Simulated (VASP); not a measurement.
A run of VASP 6.6.1 is set up as follows.

File INCAR:

```
SYSTEM = SiB2
PREC = Accurate ; ENCUT = 600
EDIFF = 1E-7 ; ISMEAR = 0
SIGMA = 0.1 ; LREAL = .FALSE.
LASPH = .TRUE. ; NELM = 60
ALGO = Normal ; ISIF = 3
LWAVE = .FALSE. ; LCHARG = .FALSE.
GGA = PE ; IBRION = 2
NSW = 90 ; EDIFFG = -0.04
```

File KPOINTS:

```
Automatic mesh
0
G
  6 6 6
  0 0 0
```

File POSCAR:

```
SiB2
1.0
    4.8007783439      0.0000000000      0.0000000000
   -2.4003891720      4.1575960038      0.0000000000
    0.0000000000      0.0000000000      2.7926114770
Si B
2 4
Direct
    0.6666666667      0.3333333333      0.5000000000
    0.3333333333      0.6666666667      0.5000000000
    0.2300339111      0.2300339111      0.0000000000
    0.0000000000      0.7699660889      0.0000000000
    0.7699660889      0.0000000000      0.0000000000
    0.0000000000      0.0000000000      0.5000000000
```

Potentials or basis: VASP PAW PBE potentials, release 64 (Si, B).

Launch:

```sh
$ cat potpaw_PBE.64/Si/POTCAR potpaw_PBE.64/B/POTCAR > POTCAR
$ mpirun -np 1 vasp_std > vasp.out
```

Question: Predict the relaxed volume.

Answer: 9.42 Å³/atom.

Question: What does it give for the relaxed cell?

Answer: a = 4.821 Å, b = 4.821 Å, c = 2.807 Å, α = 90.00°, β = 90.00°, γ = 120.00°.

Question: What does it give for the space group after relaxing (to 0.1 Å)?

Answer: P-62m (No. 189).

Final structure:
```yaml
crystal:
  lattice:
    - [4.82073, 0.00000, 0.00000]
    - [-2.41036, 4.17487, 0.00000]
    - [0.00000, 0.00000, 2.80731]
  atoms:
    - { symbol: Si, position: [0.66667, 0.33333, 0.50000] }
    - { symbol: Si, position: [0.33333, 0.66667, 0.50000] }
    - { symbol: B, position: [0.22585, 0.22585, 0.00000] }
    - { symbol: B, position: [0.00000, 0.77415, 0.00000] }
    - { symbol: B, position: [0.77415, 0.00000, 0.00000] }
    - { symbol: B, position: [0.00000, 0.00000, 0.50000] }
```

Caveat: the k points lie up to 0.37 Å⁻¹ apart in the final cell; the highest band is partly filled, so the run has too few bands.
